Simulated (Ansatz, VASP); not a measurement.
## One calculation of Y, two programs

INCAR

```
SYSTEM = Y
ALGO = Normal
EDIFF = 1E-6
ENCUT = 520
GGA = CA
ISIF = 2
ISMEAR = -1
LASPH = .True.
LCHARG = .True.
LELF = .True.
LREAL = .False.
LVHAR = .True.
LWAVE = .False.
NBANDS = 12
NELM = 60
PREC = Accurate
SIGMA = 0.05
```

File KPOINTS:

```
k-points
0
Gamma
  13 13 13
  0 0 0
```

POSCAR

```
Y
1.0
    0.0000000000      2.4850000000      2.4850000000
    2.4850000000      0.0000000000      2.4850000000
    2.4850000000      2.4850000000      0.0000000000
Y
1
Direct
    0.0000000000      0.0000000000      0.0000000000
```

Input for Ansatz:

```yaml
crystal:
  lattice:
    - [0.0, 2.485, 2.485]
    - [2.485, 0.0, 2.485]
    - [2.485, 2.485, 0.0]
  atoms:
    - { symbol: "Y", position: [0.0, 0.0, 0.0] }
kpoints:
  mp_grid: { grid: [13, 13, 13] }
  band_path:
    path:
      - [0.0, 0.0, 0.0]
      - [0.5, 0.0, 0.5]
      - [0.625, 0.25, 0.625]
      - [0.375, 0.375, 0.75]
      - [0.0, 0.0, 0.0]
      - [0.5, 0.5, 0.5]
      - [0.5, 0.25, 0.75]
      - [0.5, 0.0, 0.5]
    npoints: 5
scf:
  occupations: { method: fermi_dirac, width: 0.05 }
hamiltonian:
  xc: lda
  pseudopotentials: { kind: all_electron, lapw: { basis_error: 0.001 } }
output:
  forces: true
  stress: true
  eigenvalues: true
basis:
  xc_grid: 2
```

Alike in both runs: task single point; functional LDA; k mesh 13 × 13 × 13; occupations fermi-dirac, width 0.05 eV; no spin polarisation.

```csv
,VASP,Ansatz
version,VASP 6.6.1,Ansatz 0.2.0
potentials or method,"VASP PAW LDA potentials, release 64 (Y_sv), cutoff 520 eV","all-electron LAPW, scalar-relativistic"
```

|  | VASP | Ansatz | Ansatz less VASP |
| --- | --- | --- | --- |
| gap on the k mesh at the Fermi level (eV) | none | none | - |
| pressure (GPa) | -1.9 | -1.7 | +0.18 |

LDA's correlation is that of Perdew and Zunger in VASP and of Perdew and Wang (1992) in Ansatz. A gap of «none» marks a metal or a gap that the smearing closes. Ansatz ran all-electron here, and VASP with PAW potentials.
